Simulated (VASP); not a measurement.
# ZnW2Br4 (P-3m1) in VASP: single point with PBE+D3(BJ)

Aim: the single point of ZnW2Br4 with PBE+D3(BJ).

Everything below comes from runs of VASP 6.6.1. Logs are shortened: lines on timing, memory, paths and dates and some standing lists are left out, and cuts for length are marked.

## (1) The cell of the first run

The structure is trigonal, space group P-3m1 (No. 164). Conventional cell: a = 3.220 Å, b = 3.220 Å, c = 16.531 Å, α = 90.00°, β = 90.00°, γ = 120.00°. Zn (site symmetry -3m) has 6 Zn at 3.22 Å and 6 Br at 3.49 Å within 4.2 Å. W (site symmetry 3m) has 6 Br at 2.62 to 2.63 Å and 6 W at 3.22 Å within 3.5 Å. Br (site symmetry 3m) has 3 W at 2.62 Å and 6 Br at 3.22 Å and 3 Zn at 3.49 Å within 3.5 Å. Within 3.5 Å of Br (site symmetry 3m) lie 3 W at 2.63 Å and 6 Br at 3.22 Å.

## (2) Single point, PBE+D3(BJ)

The input, INCAR:

```
SYSTEM = ZnW2Br4
  PREC = Accurate
  ENCUT = 520
  EDIFF = 1E-7
  ISMEAR = 0
  SIGMA = 0.1
  LREAL = .FALSE.
  LASPH = .TRUE.
  NELM = 100
  ALGO = Normal
  ISIF = 2
  LWAVE = .FALSE.
  LCHARG = .FALSE.
  GGA = PE
  IVDW = 12
  NBANDS = 43
```

The input, KPOINTS:

```
regular mesh
0
G
  6 6 2
  0 0 0
```

The input, POSCAR:

```
ZnW2Br4
1.0
    3.2202645639      0.0000000000      0.0000000000
   -1.6101322820      2.7888309193      0.0000000000
    0.0000000000      0.0000000000     16.5310872263
Zn W Br
1 2 4
Direct
    0.0000000000      0.0000000000      0.5000000000
    0.0000000000      0.0000000000      0.7907522346
    0.0000000000      0.0000000000      0.2092477654
    0.3333333333      0.6666666667      0.6787157497
    0.6666666667      0.3333333333      0.9033198125
    0.3333333333      0.6666666667      0.0966801875
    0.6666666667      0.3333333333      0.3212842503
```

Potentials or basis: VASP PAW PBE potentials, release 64 (Zn, W_sv, Br).

Run with:

```console
cat potpaw_PBE.64/Zn/POTCAR potpaw_PBE.64/W_sv/POTCAR potpaw_PBE.64/Br/POTCAR > POTCAR
mpirun -np 1 vasp_std > vasp.out
```

OUTCAR:

```text
SYSTEM = ZnW2Br4
   PREC = Accurate
   ENCUT = 520
   EDIFF = 1E-7
   ISMEAR = 0
   LREAL = .FALSE.
   LASPH = .TRUE.
   NELM = 100
   ISIF = 2
   GGA = PE
   IVDW = 12
 IVDW          = 12

 ion  position               nearest neighbor table
   1  0.000  0.000  0.500-
   2  0.000  0.000  0.791-   4 2.62   4 2.62   4 2.62   5 2.63   5 2.63   5 2.63
   3  0.000  0.000  0.209-   7 2.62   7 2.62   7 2.62   6 2.63   6 2.63   6 2.63
   4  0.333  0.667  0.679-   2 2.62   2 2.62   2 2.62
   5  0.667  0.333  0.903-   2 2.63   2 2.63   2 2.63
   6  0.333  0.667  0.097-   3 2.63   3 2.63   3 2.63
   7  0.667  0.333  0.321-   3 2.62   3 2.62   3 2.62

  LATTYP: Found a hexagonal cell.
 ALAT       =     3.2202645639
 C/A-ratio  =     5.1334562420

  Lattice vectors:

 A1 = (   3.2202645639,   0.0000000000,   0.0000000000)
 A2 = (  -1.6101322820,   2.7888309193,   0.0000000000)
 A3 = (   0.0000000000,   0.0000000000,  16.5310872263)

Analysis of symmetry for initial positions (statically):
=====================================================================
 Subroutine PRICEL returns:
 Original cell was already a primitive cell.

 Routine SETGRP: Setting up the symmetry group for a
 hexagonal supercell.

 Subroutine GETGRP returns: Found 12 space group operations
 (whereof 12 operations were pure point group operations)
 out of a pool of 24 trial point group operations.

The static configuration has the point symmetry D_3d.

Analysis of symmetry for dynamics (positions and initial velocities):
=====================================================================
 Subroutine PRICEL returns:
 Original cell was already a primitive cell.

 Routine SETGRP: Setting up the symmetry group for a
 hexagonal supercell.

 Subroutine GETGRP returns: Found 12 space group operations
 (whereof 12 operations were pure point group operations)
 out of a pool of 24 trial point group operations.

The dynamic configuration has the point symmetry D_3d.

 Subroutine INISYM returns: Found 12 space group operations
 (whereof 12 operations are pure point group operations),
 and found     1 'primitive' translations

----------------------------------------------------------------------------------------

                                     Primitive cell

  volume of cell :     148.4619

  direct lattice vectors                    reciprocal lattice vectors
     3.220264564  0.000000000  0.000000000     0.310533492  0.179286595  0.000000000
    -1.610132282  2.788830919  0.000000000     0.000000000  0.358573190  0.000000000
     0.000000000  0.000000000 16.531087226     0.000000000  0.000000000  0.060492089

  length of vectors
     3.220264564  3.220264564 16.531087226     0.358573190  0.358573190  0.060492089

  position of ions in fractional coordinates (direct lattice)
     0.000000000  0.000000000  0.500000000
     0.000000000  0.000000000  0.790752235
     0.000000000  0.000000000  0.209247765
     0.333333333  0.666666667  0.678715750
     0.666666667  0.333333333  0.903319813
     0.333333333  0.666666667  0.096680187
     0.666666667  0.333333333  0.321284250

  ion indices of the primitive-cell ions
   primitive index   ion index
                 1           1
                 2           2
                 3           3
                 4           4
                 5           5
                 6           6
                 7           7

----------------------------------------------------------------------------------------

 KPOINTS: regular mesh

Automatic generation of k-mesh.
 Grid dimensions read from file:
 generate k-points for:    6    6    2

 Generating k-lattice:

  Cartesian coordinates                     Fractional coordinates (reciprocal lattice)
     0.051755582  0.029881099  0.000000000     0.166666667  0.000000000  0.000000000
     0.000000000  0.059762198  0.000000000     0.000000000  0.166666667  0.000000000
     0.000000000  0.000000000  0.030246045     0.000000000  0.000000000  0.500000000

  Length of vectors
     0.059762198  0.059762198  0.030246045

  Shift w.r.t. Gamma in fractional coordinates (k-lattice)
     0.000000000  0.000000000  0.000000000

 Subroutine IBZKPT returns following result:
 ===========================================

 Found     14 irreducible k-points:

 Following reciprocal coordinates:
            Coordinates               Weight
  0.000000  0.000000  0.000000      1.000000
  0.166667  0.000000  0.000000      6.000000
  0.333333  0.000000  0.000000      6.000000
  0.500000  0.000000  0.000000      3.000000
  0.166667  0.166667  0.000000      6.000000
  0.333333  0.166667  0.000000     12.000000
  0.333333  0.333333  0.000000      2.000000
  0.000000  0.000000  0.500000      1.000000
  0.166667  0.000000  0.500000      6.000000
  0.333333  0.000000  0.500000      6.000000
  0.500000  0.000000  0.500000      3.000000
  0.166667  0.166667  0.500000      6.000000
  0.333333  0.166667  0.500000     12.000000
  0.333333  0.333333  0.500000      2.000000
   k-points           NKPTS =     14   k-points in BZ     NKDIM =     14   number of bands    NBANDS=     43
   number of dos      NEDOS =    301   number of ions     NIONS =      7
   total plane-waves  NPLWV =  72576
   dimension x,y,z NGX =    24 NGY =   24 NGZ =  126
   dimension x,y,z NGXF=    48 NGYF=   48 NGZF=  252
   ions per type =               1   2   4
   NGX,Y,Z   is equivalent  to a cutoff of  12.39, 12.39, 12.67 a.u.
   NGXF,Y,Z  is equivalent  to a cutoff of  24.78, 24.78, 25.34 a.u.
 SYSTEM =  ZnW2Br4
   PREC   = accura    normal or accurate (medium, high low for compatibility)
   ISTART =      0    job   : 0-new  1-cont  2-samecut
   ICHARG =      2    charge: 1-file 2-atom 10-const
   ISPIN  =      1    spin polarized calculation?
   LNONCOLLINEAR =      F non collinear calculations
   LSORBIT =      F    spin-orbit coupling
   LASPH  =      T    aspherical Exc in radial PAW
   ENCUT  =  520.0 eV  38.22 Ry    6.18 a.u.   5.99  5.99 30.74*2*pi/ulx,y,z
   NELM   =    100;   NELMIN=  2; NELMDL= -5     # of ELM steps
   EDIFF  = 0.1E-06   stopping-criterion for ELM
   LREAL  =      F    real-space projection
   EDIFFG = 0.1E-05   stopping-criterion for IOM
   NSW    =      0    number of steps for IOM
   IBRION =     -1    ionic relax: 0-MD 1-quasi-New 2-CG
   NFREE  =      0    steps in history (QN), initial steepest desc. (CG)
   ISIF   =      2    stress and relaxation
   ISYM   =      2    0-nonsym 1-usesym 2-fastsym
   POTIM  = 0.5000    time-step for ionic-motion
   TEBEG  =    0.0;   TEEND  =   0.0 temperature during run
   PSTRESS=    0.0 pullay stress
   NELECT =      68.0000    total number of electrons
   NUPDOWN=      -1.0000    fix difference up-down
   EMIN   =  10.00;   EMAX   =-10.00  energy-range for DOS
   EFERMI =   0.00;   METHOD = LEGACY
   ISMEAR =     0;   SIGMA  =   0.10  broadening in eV -4-tet -1-fermi 0-gaus
   EFERMI_NEDOS =   21; number of points for ismear=-14 and -15
   IALGO  =     38    algorithm
   IMIX   =      4    mixing-type and parameters
     AMIX     =   0.40;   BMIX     =  1.00
     AMIX_MAG =   1.60;   BMIX_MAG =  1.00
  volume/ion in A,a.u.               =      21.21       143.12
  Fermi-wavevector in a.u.,A,eV,Ry     =   1.261942  2.384725 21.667248  1.592498
  Thomas-Fermi vector in A             =   2.395376
   LORBIT       =      0    0 simple, 1 ext, 2 COOP (PROOUT), +10 PAW based schemes
   GGA     = PE    functional components
   LHFCALC =     F    Hartree Fock is set to
   AEXX    =    0.0000 exact exchange contribution
   IVDW    =    12    specifies the selected vdW correction
   LEPSILON=     F    determine dielectric tensor
   LRPA    =     F    only Hartree local field effects (RPA)
 non-spin polarized calculation
 Gauss-broadening in eV      SIGMA  =   0.10
  energy-cutoff  :      520.00
  volume of cell :      148.46
 maximum number of plane-waves:      4056
 NGX is ok and might be reduce to    24
   NGX = 11   NGY = 11   NGZ = 61

 number of electron      68.0000009 magnetization

 Free energy of the ion-electron system (eV)
  ---------------------------------------------------
  ext. energy  EPLUGINS =         0.00000000
  ---------------------------------------------------
  free energy    TOTEN  =       -31.01822200 eV

  energy without entropy =      -30.98969258  energy(sigma->0) =      -31.00395729

 E-fermi :   6.3143     XC(G=0): -10.4953

 val. band max:        6.3079850829   @ k =   0.5000   0.0000   0.5000
 cond. band min:       6.3586178866   @ k =   0.3333   0.1667   0.0000
 fundamental gap:      0.0506328037
 Fermi energy:         6.3143328244

 k-point     1 :       0.0000    0.0000    0.0000
  band No.  band energies     occupation
      1     -68.6494      2.00000
      2     -68.6494      2.00000
      3     -33.1254      2.00000
      4     -33.1254      2.00000
      5     -32.6250      2.00000
      6     -32.6250      2.00000
[... 35 lines left out ...]
     42       8.6991      0.00000
     43      10.3381      0.00000

 k-point     2 :       0.1667    0.0000    0.0000
  band No.  band energies     occupation
      1     -68.6460      2.00000
      2     -68.6460      2.00000
      3     -33.1129      2.00000
      4     -33.1129      2.00000
      5     -32.6947      2.00000
      6     -32.6947      2.00000
[... 35 lines left out ...]
     42       9.6841      0.00000
     43      10.4448      0.00000

 k-point     3 :       0.3333    0.0000    0.0000
  band No.  band energies     occupation
      1     -68.6393      2.00000
      2     -68.6393      2.00000
      3     -33.0878      2.00000
      4     -33.0877      2.00000
      5     -32.8316      2.00000
      6     -32.8316      2.00000
[... 459 lines left out ...]
      6     -32.8642      2.00000
[... 35 lines left out ...]
     42       9.8680      0.00000
     43      10.0319      0.00000

 k-point    14 :       0.3333    0.3333    0.5000
  band No.  band energies     occupation
      1     -68.6343      2.00000
      2     -68.6343      2.00000
      3     -33.0688      2.00000
      4     -33.0688      2.00000
      5     -32.8169      2.00000
      6     -32.8169      2.00000
[... 35 lines left out ...]
     42       8.9923      0.00000
     43       8.9923      0.00000

------------------------ aborting loop because EDIFF is reached ----------------------------------------

 Edisp (eV)   -2.70229

 E8    (eV) :    -1.1846

  FORCE on cell =-STRESS in cart. coord.  units (eV):
  Direction    XX          YY          ZZ          XY          YZ          ZX
  --------------------------------------------------------------------------------------
  -------------------------------------------------------------------------------------
  Total       0.09265     0.09265     0.09921    -0.00000     0.00000     0.00000
  in kB       0.99984     0.99984     1.07062    -0.00000     0.00000     0.00000
  external pressure =        1.02 kB  Pullay stress =        0.00 kB

 VOLUME and BASIS-vectors are now :
 -----------------------------------------------------------------------------
  energy-cutoff  :      520.00
  volume of cell :      148.46
      direct lattice vectors                 reciprocal lattice vectors
     3.220264564  0.000000000  0.000000000     0.310533492  0.179286595  0.000000000
    -1.610132282  2.788830919  0.000000000     0.000000000  0.358573190  0.000000000
     0.000000000  0.000000000 16.531087226     0.000000000  0.000000000  0.060492089

 POSITION                                       TOTAL-FORCE (eV/Angst)
 -----------------------------------------------------------------------------------
      0.00000      0.00000      8.26554        -0.000000      0.000000     -0.000000
      0.00000      0.00000     13.07199        -0.000000      0.000000     -0.007614
      0.00000      0.00000      3.45909        -0.000000     -0.000000      0.007614
     -0.00000      1.85922     11.21991        -0.000000      0.000000     -0.014332
      1.61013      0.92961     14.93286         0.000000      0.000000      0.019600
     -0.00000      1.85922      1.59823         0.000000     -0.000000     -0.019600
      1.61013      0.92961      5.31118         0.000000      0.000000      0.014332
 -----------------------------------------------------------------------------------
    total drift:                                0.000000      0.000000      0.000000

  FREE ENERGIE OF THE ION-ELECTRON SYSTEM (eV)
  ---------------------------------------------------
  free  energy   TOTEN  =       -33.7205105612 eV

  energy  without entropy=      -33.6919811419  energy(sigma->0) =      -33.70624585
```

Wall time 78 s (1 thread of Intel Xeon Platinum 8488C (Sapphire Rapids), shared host); peak memory 0.29 GiB.

Results:

```yaml
Free_energy: -33.7205 eV
Pressure: 0.1 GPa
Largest_force: 0.020 eV/Å
Band_gap_on_the_k_mesh: zero (bands 34 and 35 overlap by 1.53 eV)
Dispersion_energy_per_atom: -0.386 eV
```

Forces in eV/Å, atoms in the order of the input:
```
Zn   0.000  0.000  0.000
W    0.000  0.000 -0.008
W    0.000  0.000  0.008
Br   0.000  0.000 -0.014
Br   0.000  0.000  0.020
Br   0.000  0.000 -0.020
Br   0.000  0.000  0.014
```

Levels at points of the mesh, in eV from the Fermi level:
```csv
k point,band 32,band 33,band 34,band 35,band 36,band 37
"(0.00, 0.00, 0.00)",-2.52,-0.84,-0.84,-0.83,-0.83,1.14
"(0.50, 0.00, 0.00)",-1.07,-0.02,0.70,0.81,1.43,1.56
"(0.00, 0.00, 0.50)",-2.34,-0.84,-0.84,-0.83,-0.83,1.14
"(0.50, 0.00, 0.50)",-1.06,-0.01,0.55,0.96,1.43,1.55
```

Caveat: the k points lie up to 0.38 Å⁻¹ apart, too coarse for converged energies and pressures of a metal; spin-orbit coupling is left out, which moves the levels of the heavy elements.

The gap in the log of VASP goes by the Fermi energy; the results here count the filled bands.